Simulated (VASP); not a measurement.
Runs of VASP 6.6.1 on SnTe. The structure is that of space group R-3m (No. 166), or close to it. The cells are those of the table. 

```csv
level,spin,cell,gap on the mesh (eV),pressure (GPa)
PBE+D3(BJ),collinear,"a = 4.341, b = 4.341, c = 4.508 Å, angles 61.2, 118.8, 120.0°, 2 atoms",none,(a)
PBE+D3(BJ),off,"a = 4.341, b = 4.341, c = 4.520 Å, angles 61.3, 118.7, 120.0°, 2 atoms",none,1.0
PBE+D3(BJ),off,"a = 4.341, b = 4.341, c = 4.508 Å, angles 61.2, 118.8, 120.0°, 2 atoms",none,1.1
PBEsol+D3(BJ),off,"a = 4.341, b = 4.341, c = 4.508 Å, angles 61.2, 118.8, 120.0°, 2 atoms",0.01,(b)
```

Alike in all rows: task single point; potentials or basis VASP PAW PBE potentials, release 64 (Sn_d, Te); k mesh 9 × 9 × 9; cutoff (eV) 500; smearing gaussian 0.02 eV.

Q: Fill in the values left out.

A: (a) 1.2; (b) -1.4.

Caveats: semilocal functionals underestimate gaps, and a narrow one can read as zero; spin-orbit coupling is left out, which moves the levels of the heavy elements; the smearing spreads over this small gap (at least some runs); the PAW data sets were made with another functional, which shifts forces and pressure a little (at least some runs).

A k mesh can miss the band edges, and the runs leave out spin-orbit coupling on Sn, Te.

A gap of «none» marks levels without a gap at the run's occupations.
